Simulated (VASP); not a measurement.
Here is a VASP 6.6.1 calculation.

The input INCAR:

```
SYSTEM = As
PREC     = Accurate       ! precision mode
ENCUT    = 520            ! plane-wave cutoff, eV
EDIFF    = 1E-6           ! SCF threshold, eV
ISMEAR   = -1             ! smearing method
SIGMA    = 0.1            ! smearing width, eV
LREAL    = .FALSE.        ! projectors in reciprocal space
LASPH    = .TRUE.         ! aspherical terms in the spheres
NELM     = 60             ! most SCF steps
ALGO     = Normal         ! electronic algorithm
ISIF     = 2              ! what is computed and relaxed
LWAVE    = .FALSE.        ! write WAVECAR
LCHARG   = .TRUE.         ! write CHGCAR
GGA      = CA             ! functional
LELF     = .TRUE.         ! ELF
LVHAR    = .TRUE.       
NBANDS   = 18             ! bands
```

The input KPOINTS:

```
regular mesh
0
G
  14 14 4
  0 0 0
```

POSCAR

```
As
1.0
    2.9553697166      0.0000000000      0.0000000000
   -1.4776848583      2.5594252522      0.0000000000
    0.0000000000      0.0000000000      9.9655645691
As
4
Direct
    1.0000000000      1.0000000000      1.0000000000
    1.0000000000      0.0000000000      0.5000000000
    0.3333333333      0.6666666667      0.2500000000
    0.6666666667      0.3333333333      0.7500000000
```

Potentials or basis: VASP PAW LDA potentials, release 64 (As).

Command:

```sh
$ cat potpaw_LDA.64/As/POTCAR > POTCAR
$ mpirun -np 1 vasp_std > vasp.out
```

Task: Estimate the pressure.

Result: -3.4 GPa.

Task: Predict the band gap on the k mesh.

Result: Zero (band 10 reaches 11.72 eV, above the bottom of band 11 at 4.04 eV).

Stress tensor (GPa, compression positive):
```
-3.73  0.00  0.00
 0.00 -3.73  0.00
 0.00  0.00 -2.64
```
